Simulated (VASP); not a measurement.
Write the native input for VASP 6.6.1 that does the following.

```yaml
Task: single point
Functional: PBEsol
Potentials_or_basis: VASP PAW PBE potentials, release 64 (Ti_sv, O)
Cutoff: 520 eV
k_mesh: 10 × 10 × 1
Occupations: gaussian, width 0.1 eV
Spin: no spin polarisation
Dipole_correction: yes
Further_INCAR_settings: ALGO = Normal; EDIFF = 1e-07; NBANDS = 35
```

The structure of Ti4O lies in POSCAR:

```
Ti4O
1.0
    2.8679135958      0.0000000000      0.0000000000
    0.0000000000      2.8679135958      0.0000000000
    0.0000000000      0.0000000000     25.0837634544
Ti O
4 1
Direct
    0.5000000000      0.5000000000      0.3388646212
    0.0000000000      0.0000000000      0.4197105897
    0.5000000000      0.5000000000      0.5000405433
    0.0000000000      0.0000000000      0.5915765692
    0.0000000000      0.5000000000      0.6334797829
```

These files were run (other wordings do the same):

INCAR

```
SYSTEM = Ti4O
  ALGO = Normal
  DIPOL = 0.5 0.5 0.497
  EDIFF = 1E-7
  ENCUT = 520
  GGA = PS
  IDIPOL = 3
  ISIF = 2
  ISMEAR = 0
  LASPH = .TRUE.
  LCHARG = .FALSE.
  LDIPOL = .TRUE.
  LREAL = .FALSE.
  LWAVE = .FALSE.
  NBANDS = 35
  NELM = 100
  PREC = Accurate
  SIGMA = 0.1
```

KPOINTS

```
k-points
0
G
  10 10 1
  0 0 0
```

Potentials or basis: VASP PAW PBE potentials, release 64 (Ti_sv, O).

Run with:

```console
$ cat potpaw_PBE.64/Ti_sv/POTCAR potpaw_PBE.64/O/POTCAR > POTCAR
$ mpirun -np 1 vasp_std > vasp.out
```

It gave:

```yaml
Largest_force: 0.629 eV/Å
Band_gap_on_the_k_mesh: zero (bands 27 and 28 overlap by 0.15 eV)
```

Caveat: the PAW data sets were made with another functional, which shifts forces and pressure a little.

Wall time 8.5 min on 1 thread of Intel Xeon 8259CL, with other jobs on the host, peak memory 0.42 GiB.
